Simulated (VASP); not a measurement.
# Pt2I (I4/mmm) in VASP: notebook, part 2 of 2

VASP 6.6.1. Earlier steps stand in the parts before.

## 3. Single point, PBE

This run uses another cell than the first one, of 23.44 Å³/atom.

Contents of INCAR:

```
ALGO = Normal
EDIFF = 1E-7
ENCUT = 520
GGA = PE
ISIF = 2
ISMEAR = 0
LASPH = T
LCHARG = T
LELF = T
LREAL = F
LVHAR = T
LWAVE = F
NBANDS = 20
NELM = 80
PREC = Accurate
SIGMA = 0.1
```

Contents of KPOINTS:

```
k-points
0
Gamma
  6 6 6
```

Contents of POSCAR:

```
Pt2I
1.0
   -1.9280861124      1.9280861124      4.7298362444
    1.9280861124     -1.9280861124      4.7298362444
    1.9280861124      1.9280861124     -4.7298362444
Pt I
2 1
Direct
    0.6650000000      0.6650000000      0.0000000000
    0.3350000000      0.3350000000      0.0000000000
    0.0000000000      0.0000000000      0.0000000000
```

Potentials or basis: VASP PAW PBE potentials, release 64 (Pt, I).

Command:

```bash
cat potpaw_PBE.64/Pt/POTCAR potpaw_PBE.64/I/POTCAR > POTCAR
mpirun -np 1 vasp_std > vasp.out
```

OUTCAR:

```text
EDIFF = 1E-7
   ENCUT = 520
   GGA = PE
   ISIF = 2
   ISMEAR = 0
   LASPH = T
   LREAL = F
   NELM = 80
   PREC = Accurate

 ion  position               nearest neighbor table
   1  0.665  0.665  0.000-   2 3.12   3 3.14   3 3.14   3 3.14   3 3.14   2 3.17   2 3.17   2 3.17
                             2 3.17   3 3.17
   2  0.335  0.335  0.000-   1 3.12   3 3.14   3 3.14   3 3.14   3 3.14   1 3.17   1 3.17   1 3.17
                             1 3.17   3 3.17
   3  0.000  0.000  0.000-   1 3.14   1 3.14   1 3.14   2 3.14   1 3.14   2 3.14   2 3.14   2 3.14
                             1 3.17   2 3.17

  LATTYP: Found a body centered tetragonal cell.
 ALAT       =     3.8561722248
 C/A-ratio  =     2.4531250000

  Lattice vectors:

 A1 = (  -1.9280861124,   1.9280861124,   4.7298362444)
 A2 = (   1.9280861124,  -1.9280861124,   4.7298362444)
 A3 = (   1.9280861124,   1.9280861124,  -4.7298362444)

Analysis of symmetry for initial positions (statically):
=====================================================================
[... 171 lines left out ...]
  free energy    TOTEN  =       -11.12426609 eV

  energy without entropy =      -11.10774221  energy(sigma->0) =      -11.11600415

 E-fermi :   6.8768     XC(G=0): -10.9720

 val. band max:        6.8692259136   @ k =  -0.3333   0.1667  -0.0000
 cond. band min:       6.8998079721   @ k =   0.3333  -0.0000   0.0000
 fundamental gap:      0.0305820585
 Fermi energy:         6.8767606414

 k-point     1 :       0.0000    0.0000    0.0000
  band No.  band energies     occupation
      1      -7.3992      2.00000
      2       1.6710      2.00000
      3       3.3233      2.00000
      4       3.3233      2.00000
      5       3.5702      2.00000
      6       4.1843      2.00000
[... 541 lines left out ...]
     19      13.8477      0.00000
     20      15.0655      0.00000

 [... further k-points ...]

------------------------ aborting loop because EDIFF is reached ----------------------------------------

  FORCE on cell =-STRESS in cart. coord.  units (eV):
  Direction    XX          YY          ZZ          XY          YZ          ZX
  --------------------------------------------------------------------------------------
  -------------------------------------------------------------------------------------
  Total       -6.4411657     -6.4411657     -8.1588027      0.0000000      0.0000000      0.0000000
  in kB     -146.7290499   -146.7290499   -185.8566321      0.0000000      0.0000000      0.0000000
  external PRESSURE =    -159.7715773 kB  Pullay stress =       0.0000000 kB

 VOLUME and BASIS-vectors are now :
 -----------------------------------------------------------------------------
  energy-cutoff  :      520.00
  volume of cell :       70.33
      direct lattice vectors                 reciprocal lattice vectors
    -1.928086112  1.928086112  4.729836244     0.000000000  0.259324517  0.105711905
     1.928086112 -1.928086112  4.729836244     0.259324517  0.000000000  0.105711905
     1.928086112  1.928086112 -4.729836244     0.259324517  0.259324517  0.000000000

 POSITION                                       TOTAL-FORCE (eV/Angst)
 -----------------------------------------------------------------------------------
      0.00000      0.00000      6.29068         0.000000      0.000000      0.421188
      0.00000      0.00000      3.16899        -0.000000     -0.000000     -0.421188
      0.00000      0.00000      0.00000         0.000000      0.000000      0.000000
 -----------------------------------------------------------------------------------
    total drift:                               -0.000000     -0.000000      0.000000

  FREE ENERGIE OF THE ION-ELECTRON SYSTEM (eV)
  ---------------------------------------------------
  free  energy   TOTEN  =       -11.1242660892 eV

  energy  without entropy=      -11.1077422061  energy(sigma->0) =      -11.11600415
```

stdout:

```text
POSCAR found type information on POSCAR PtI
 POSCAR found :  2 types and       3 ions
 scaLAPACK will be used
 LDA part: xc-table for (Slater+PW92), standard interpolation
 POSCAR, INCAR and KPOINTS ok, starting setup
 FFT: planning ... GRIDC
 FFT: planning ... GRID_SOFT
 FFT: planning ... GRID
 WAVECAR not read
 entering main loop
```

Wall time 2.3 min (1 thread of Oxide Virtual Turin-like, shared host); peak memory 0.23 GiB.

Results:

```
Free energy            : -11.1243 eV
Pressure               : -16.0 GPa
Largest force          : 0.421 eV/Å
Band gap on the k mesh : zero (an odd number of electrons rules out a gap without spin polarisation)
```

Forces on the atoms (eV/Å):
```
Pt   0.000  0.000  0.421
Pt   0.000  0.000 -0.421
I    0.000  0.000  0.000
```

Levels at points of the mesh, in eV from the Fermi level:
| k point | band 11 | band 12 | band 13 | band 14 | band 15 | band 16 |
| --- | --- | --- | --- | --- | --- | --- |
| (0.00, 0.00, 0.00) | -1.57 | -0.63 | 0.35 | 0.41 | 0.41 | 3.14 |
| (0.50, 0.00, 0.00) | -1.00 | -0.99 | -0.91 | 0.35 | 0.43 | 3.11 |
| (0.50, 0.50, 0.00) | -0.89 | -0.82 | 0.09 | 0.51 | 0.67 | 1.90 |
| (0.50, 0.50, 0.50) | -0.91 | -0.91 | -0.78 | -0.77 | 0.65 | 2.12 |

Caveat: the cell stands under tension; spin-orbit coupling is left out, which moves the levels of the heavy elements; an odd number of electrons without spin polarisation forces a metal; a magnetic or distorted state may lie lower.

## 4. Relaxation of cell and atoms, PBE

This run uses another cell than the first one, of 23.44 Å³/atom.

Contents of INCAR:

```
SYSTEM = Pt2I
  PREC = Accurate
  ENCUT = 600
  EDIFF = 1E-6
  ISMEAR = 0
  SIGMA = 0.1
  LREAL = .FALSE.
  LASPH = .TRUE.
  NELM = 100
  ALGO = Normal
  ISIF = 3
  LWAVE = .FALSE.
  LCHARG = .FALSE.
  GGA = PE
  IBRION = 2
  NSW = 90
  EDIFFG = -0.04
```

Contents of KPOINTS:

```
regular mesh
0
G
  6 6 6
  0 0 0
```

POSCAR is that of step 3.

Command:

```bash
cat potpaw_PBE.64/Pt/POTCAR potpaw_PBE.64/I/POTCAR > POTCAR
mpirun -np 1 vasp_std > vasp.out
```

Run time: 13 min. Hardware: 1 thread of Oxide Virtual Turin-like, shared host; peak memory 0.33 GiB.

The run converged. Its results:

```yaml
Free_energy: -12.0842 eV
Relaxed_volume: 19.16 Å³/atom
Relaxed_cell: a = 5.013 Å, b = 5.013 Å, c = 5.013 Å, α = 137.19°, β = 137.19°, γ = 62.14°
Space_group_after_relaxing_to_0.1_Å: I4/mmm (No. 139)
Energy_gained_by_relaxing: 320.0 meV/atom
Ionic_steps: 9
Pressure_after_relaxing: 0.0 GPa
Largest_force_after_relaxing: 0.012 eV/Å
Band_gap_on_the_k_mesh: zero (an odd number of electrons rules out a gap without spin polarisation)
```

Forces on the atoms (eV/Å):
```
Pt   0.000  0.000  0.012
Pt   0.000  0.000 -0.012
I    0.000  0.000  0.000
```

Stress tensor (GPa, compression positive):
```
-0.14  0.00  0.00
 0.00 -0.14  0.00
 0.00  0.00  0.21
```

The path:
```
step  energy change (eV)  largest force (eV/Å)  pressure (GPa)  volume (Å³)
   1              0.0000                0.4212          -15.94        70.33
   2             -0.3174                0.5520           29.25        49.14
   3             -0.8966                0.5278           -0.56        56.85
   4             -0.8974                0.5291            0.04        56.60
   5             -0.8972                0.5305            0.66        56.35
   6             -0.9209                0.3895            0.88        56.34
   7             -0.9512                0.0154            2.56        56.29
   8             -0.9588                0.0274           -0.96        57.97
   9             -0.9601                0.0122           -0.02        57.48
```

Final structure:
```
Pt I
1.0
    -1.82944    1.82944    4.29381
     1.82944   -1.82944    4.29381
     1.82944    1.82944   -4.29381
Pt I
2 1
Direct
  0.67895 0.67895 0.00000
  0.32105 0.32105 0.00000
  0.00000 0.00000 0.00000
```

Levels at points of the mesh, in eV from the Fermi level:
| k point | band 9 | band 10 | band 11 | band 12 | band 13 | band 14 | band 15 | band 16 | band 17 |
| --- | --- | --- | --- | --- | --- | --- | --- | --- | --- |
| (0.00, 0.00, 0.00) | -2.36 | -2.09 | -1.89 | -0.53 | 0.73 | 0.75 | 0.75 | 3.03 | 5.30 |
| (0.50, 0.00, 0.00) | -1.71 | -1.52 | -1.41 | -1.34 | -1.25 | 0.26 | 0.34 | 3.92 | 5.45 |
| (0.50, 0.50, 0.00) | -2.50 | -2.24 | -1.43 | -1.36 | 0.14 | 0.63 | 1.09 | 1.23 | 3.93 |
| (0.50, 0.50, 0.50) | -2.25 | -2.17 | -1.93 | -1.93 | -1.38 | -0.71 | 1.42 | 4.03 | 6.11 |

Caveat: the volume moved by over 15 % at a fixed basis, so the end points are rough; spin-orbit coupling is left out, which moves the levels of the heavy elements; an odd number of electrons without spin polarisation forces a metal; a magnetic or distorted state may lie lower.

## 5. Single point, PBE

Contents of INCAR:

```
SYSTEM = Pt2I
PREC     = Accurate       ! precision mode
ENCUT    = 520            ! plane-wave cutoff, eV
EDIFF    = 1E-6           ! SCF threshold, eV
ISMEAR   = 0              ! smearing method
SIGMA    = 0.1            ! smearing width, eV
LREAL    = .False.        ! projectors in reciprocal space
LASPH    = .True.         ! aspherical terms in the spheres
NELM     = 100            ! most SCF steps
ALGO     = Fast           ! electronic algorithm
ISIF     = 2              ! what is computed and relaxed
LWAVE    = .False.        ! write WAVECAR
LCHARG   = .False.        ! write CHGCAR
GGA      = PE             ! functional
NBANDS   = 20             ! bands
```

Contents of KPOINTS:

```
regular mesh
0
Gamma
  18 18 18
  0 0 0
```

Contents of POSCAR:

```
Pt2I
1.0
   -1.8281978120      1.8281978120      4.3001012676
    1.8281978120     -1.8281978120      4.3001012676
    1.8281978120      1.8281978120     -4.3001012676
Pt I
2 1
Direct
    0.6787253989      0.6787253989      0.0000000000
    0.3212746011      0.3212746011      0.0000000000
    0.0000000000      0.0000000000      0.0000000000
```

Command:

```bash
cat potpaw_PBE.64/Pt/POTCAR potpaw_PBE.64/I/POTCAR > POTCAR
mpirun -np 1 vasp_std > vasp.out
```

Run time: 23 min. Hardware: 1 thread of Oxide Virtual Turin-like, shared host; peak memory 0.63 GiB.

It converged, with:

| Property | Result |
| --- | --- |
| Free energy | -12.1018 eV |
| Pressure | -0.3 GPa |
| Band gap on the k mesh | zero (an odd number of electrons rules out a gap without spin polarisation) |

Stress tensor (GPa, compression positive):
```
-0.27  0.00  0.00
 0.00 -0.27  0.00
 0.00  0.00 -0.41
```

Levels at points of the mesh, in eV from the Fermi level:
| k point | band 10 | band 11 | band 12 | band 13 | band 14 | band 15 | band 16 | band 17 | band 18 | band 19 |
| --- | --- | --- | --- | --- | --- | --- | --- | --- | --- | --- |
| (0.00, 0.00, 0.00) | -2.02 | -1.83 | -0.47 | 0.78 | 0.81 | 0.81 | 3.10 | 5.38 | 5.63 | 5.63 |
| (0.50, 0.00, 0.00) | -1.45 | -1.34 | -1.27 | -1.19 | 0.34 | 0.41 | 3.99 | 5.51 | 7.23 | 7.59 |
| (0.50, 0.50, 0.00) | -2.15 | -1.35 | -1.28 | 0.20 | 0.70 | 1.16 | 1.29 | 3.98 | 6.21 | 6.38 |
| (0.50, 0.50, 0.50) | -2.08 | -1.85 | -1.85 | -1.32 | -0.64 | 1.49 | 4.06 | 6.18 | 9.47 | 9.47 |

Caveat: spin-orbit coupling is left out, which moves the levels of the heavy elements; an odd number of electrons without spin polarisation forces a metal; a magnetic or distorted state may lie lower.

## 6. Overview

```csv
task,cell,k mesh,cutoff (eV),gap on the mesh (eV),pressure (GPa),largest force (eV/Å)
single point,"a = 5.031 Å, angles 137.4, 137.4, 61.8°, 3 atoms, atomic positions A",6 × 6 × 6,520,none,-0.3,0.01
single point,"a = 5.460 Å, angles 138.6, 138.6, 59.9°, 3 atoms, atomic positions B",6 × 6 × 6,520,none,-16.0,0.42
relaxation of cell and atoms,"relaxed from a = 5.460 Å, angles 138.6, 138.6, 59.9°, 3 atoms, atomic positions B",6 × 6 × 6,600,none,0.0,0.01
single point,"a = 5.018 Å, angles 137.3, 137.3, 62.0°, 3 atoms, atomic positions C",18 × 18 × 18,520,none,-0.3,-
```

Alike in all rows: level PBE; potentials or basis VASP PAW PBE potentials, release 64 (Pt, I); no spin polarisation; smearing gaussian 0.1 eV.

Caveats: spin-orbit coupling is left out, which moves the levels of the heavy elements; an odd number of electrons without spin polarisation forces a metal; a magnetic or distorted state may lie lower; the cell stands under tension (at least some runs); the volume moved by over 15 % at a fixed basis, so the end points are rough (at least some runs).

Absolute energies hang on the potentials; compare differences alone.

The gap in the log of VASP goes by the Fermi energy; the results here count the filled bands.